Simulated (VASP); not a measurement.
GeS, 8 atoms in the cell. The structure is orthorhombic, space group Pnma (No. 62). Conventional cell: a = 10.836 Å, b = 3.591 Å, c = 4.543 Å, α = 90.00°, β = 90.00°, γ = 90.00°. Within 3.2 Å of Ge (site symmetry m) lie 3 S at 2.42 to 2.44 Å. S (site symmetry m) has 3 Ge at 2.42 to 2.44 Å within 3.2 Å. 

| Quantity | Value |
| --- | --- |
| Program | VASP 6.6.1 |
| Task | single point |
| Functional | r2SCAN |
| Potentials or basis | VASP PAW PBE potentials, release 64 (Ge_d, S) |
| Cutoff | 550 eV |
| k mesh | 4 × 8 × 6 |
| Occupations | gaussian, width 0.02 eV |
| Spin | no spin polarisation |
| Dipole correction | no |
| Further INCAR settings | ALGO = Normal; EDIFF = 1e-06; NBANDS = 50 |

Potentials or basis: VASP PAW PBE potentials, release 64 (Ge_d, S).

Run with:

```sh
$ cat potpaw_PBE.64/Ge_d/POTCAR potpaw_PBE.64/S/POTCAR > POTCAR
$ cp INCAR.step1 INCAR
$ mpirun -np 1 vasp_std > vasp.out
$ cp INCAR.step2 INCAR
$ mpirun -np 1 vasp_std > vasp.out
```

Hardware: 1 thread of Intel(R) Xeon(R) Platinum 8488C (Sapphire Rapids), on a shared host.

**Question.** Estimate the wall time of this run.

**Answer.** Run time: 16 min on 1 thread of Intel(R) Xeon(R) Platinum 8488C (Sapphire Rapids), on a shared host, peak memory 0.58 GiB. Counts: k points 60.
